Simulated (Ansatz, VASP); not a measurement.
## One calculation of BaF2, two programs

The input INCAR:

```
ALGO     = Normal         # electronic algorithm
EDIFF    = 1E-6           # SCF threshold, eV
ENCUT    = 600            # plane-wave cutoff, eV
GGA      = PE             # functional
GGA_COMPAT= False        
ISIF     = 2              # what is computed and relaxed
ISMEAR   = 0              # smearing method
LASPH    = True           # aspherical terms in the spheres
LCHARG   = False          # write CHGCAR
LREAL    = False          # projectors in reciprocal space
LWAVE    = False          # write WAVECAR
NBANDS   = 19             # bands
NELM     = 120            # most SCF steps
PREC     = Accurate       # precision mode
SIGMA    = 0.02           # smearing width, eV
```

KPOINTS

```
k-points
0
Gamma
  6 6 6
```

POSCAR

```
BaF2
1.0
    0.0000000000      3.0592483529      3.0592483529
    3.0592483529      0.0000000000      3.0592483529
    3.0592483529      3.0592483529      0.0000000000
Ba F
1 2
Direct
    0.0000000000      0.0000000000      0.0000000000
    0.2500000000      0.2500000000      0.2500000000
    0.7500000000      0.7500000000      0.7500000000
```

Input for Ansatz:

```yaml
crystal:
  lattice:
    - [0.0, 3.0592483528, 3.0592483528]
    - [3.0592483528, 0.0, 3.0592483528]
    - [3.0592483528, 3.0592483528, 0.0]
  atoms:
    - { symbol: Ba, position: [0.0, 0.0, 0.0] }
    - { symbol: F, position: [0.25, 0.25, 0.25] }
    - { symbol: F, position: [0.75, 0.75, 0.75] }
basis:
  ecutwfc: 420
kpoints:
  mp_grid: { grid: [6, 6, 6] }
hamiltonian:
  xc: pbe
scf:
  occupations: { method: gaussian, width: 0.02 }
output:
  forces: true
  stress: true
  eigenvalues: true
```

Alike in both runs: task single point; functional PBE; k mesh 6 × 6 × 6; occupations gaussian, width 0.02 eV; no spin polarisation.

|  | VASP | Ansatz |
| --- | --- | --- |
| version | VASP 6.6.1 | Ansatz 0.2.0 |
| potentials or method | VASP PAW PBE potentials, release 64 (Ba_sv, F), cutoff 600 eV | scalar-relativistic, plane waves, PAW |
| valence electrons in the cell | 24 | 24 |

```tsv
	VASP	Ansatz	Ansatz less VASP
gap on the k mesh at the Fermi level (eV)	6.96	7.04	+0.080
least direct gap on the mesh (eV)	7.04	7.13	+0.093
pressure (GPa)	5.1	3.9	-1.22
```

Neither program's run includes spin-orbit coupling.
